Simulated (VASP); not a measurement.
A run of VASP 6.6.1:

Contents of INCAR:

```
SYSTEM = Pt
  AGGAC = 1.0
  AGGAX = 1.0
  ALDAC = 0.0
  ALDAX = 1.0
  ALGO = Normal
  EDIFF = 1E-7
  EDIFFG = -0.01
  ENCUT = 600
  GGA = B5
  IBRION = 2
  ISIF = 3
  ISMEAR = -1
  IVDW = 12
  LASPH = .TRUE.
  LCHARG = .FALSE.
  LREAL = .FALSE.
  LWAVE = .FALSE.
  NELM = 80
  NSW = 60
  PREC = Accurate
  SIGMA = 0.05
  VDW_A1 = 0.4298
  VDW_A2 = 4.2359
  VDW_S6 = 1.0
  VDW_S8 = 2.6996
```

The input KPOINTS:

```
k-points
0
G
  12 12 12
  0 0 0
```

POSCAR

```
Pt
1.0
   -1.5842200000      1.5842200000      1.5842200000
    1.5842200000     -1.5842200000      1.5842200000
    1.5842200000      1.5842200000     -1.5842200000
Pt
1
Direct
    0.0000000000      0.0000000000      0.0000000000
```

Potentials or basis: VASP PAW PBE potentials, release 64 (Pt).

Command:

```console
$ cat potpaw_PBE.64/Pt/POTCAR > POTCAR
$ mpirun -np 1 vasp_std > vasp.out
```

Hardware: 1 thread of Intel(R) Xeon(R) Platinum 8259CL CPU @ 2.50GHz (Skylake/Cascade Lake) (shared host).

Question: Estimate the wall time of this run.

Answer: It took 28 s on 1 thread of Intel(R) Xeon(R) Platinum 8259CL CPU @ 2.50GHz (Skylake/Cascade Lake), on a shared host, peak memory 0.16 GiB. Counts: scf iterations 25, k points 72, ion steps 3.
